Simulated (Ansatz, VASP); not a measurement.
**One calculation of AlCo3, two programs**

```
CELL_PARAMETERS angstrom
3.52932 0.00000 0.00000
0.00000 3.52932 0.00000
0.00000 0.00000 3.52932
ATOMIC_POSITIONS crystal
Al 0.00000 0.00000 0.00000
Co 0.50000 0.50000 0.00000
Co 0.50000 0.00000 0.50000
Co 0.00000 0.50000 0.50000
```

Alike in both runs: functional PBEsol; k mesh 12 × 12 × 12; occupations gaussian, width 0.1 eV; collinear spin.

Ansatz relaxed the structure, and its values are those at the end. VASP's run is a single point on that final structure, the one shown.

|  | VASP | Ansatz |
| --- | --- | --- |
| version | VASP 6.6.1 | Ansatz 0.2.0 |
| potentials or method | VASP PAW PBE potentials, release 64 (Al, Co), cutoff 520 eV | scalar-relativistic, plane waves, PAW |
| valence electrons in the cell | 30 | 54 |

Ansatz gave:

```
gap on the k mesh at the Fermi level (eV)                     : none
pressure (GPa)                                                : 0.0
net moment per atom (μB)                                      : 0.95
size of the moment on the site where the two differ most (μB) : 1.32
```

Problem. What did VASP give for the same quantities?

Solution. gap on the k mesh at the Fermi level (eV): none; pressure (GPa): -0.5; net moment per atom (μB): 0.95; size of the moment on the site where the two differ most (μB): 1.29.

VASP's potentials were made for PBE, not for PBEsol. Site moments also hang on the region over which each program counts them. A gap of «none» marks a metal or a gap that the smearing closes. The functional is the same, so the differences come from potentials, cutoffs and numerics. VASP's potentials hold 30 valence electrons a cell and Ansatz's 54, so a difference there can come from the potentials and not from the codes.
